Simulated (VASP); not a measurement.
Crystal: AlN.

```xyz
2
Lattice="0.0000 2.1849 2.1849 2.1849 0.0000 2.1849 2.1849 2.1849 0.0000" Properties=species:S:1:pos:R:3 pbc="T T T"
Al    0.0000    0.0000    0.0000
N     3.2773    3.2773    3.2773
```

Program: VASP 6.6.1. Alike in all runs: task single point; no spin polarisation; cell as given; cutoff (eV) 520; smearing gaussian 0.01 eV.

Q: Order these runs on this cell by their pressure, lowest first.
A. level r2SCAN; potentials or basis VASP PAW PBE potentials, release 64 (Al, N); k mesh 6 × 6 × 6
B. level PBE; potentials or basis VASP PAW PBE potentials, release 64 (Al, N); k mesh 8 × 8 × 8
C. level LDA; potentials or basis VASP PAW LDA potentials, release 64 (Al, N); k mesh 6 × 6 × 6

A: C (-3.3 GPa), A (-0.4 GPa), B (4.3 GPa).

Caveats: the PAW data sets were made with another functional, which shifts forces and pressure a little (some runs).
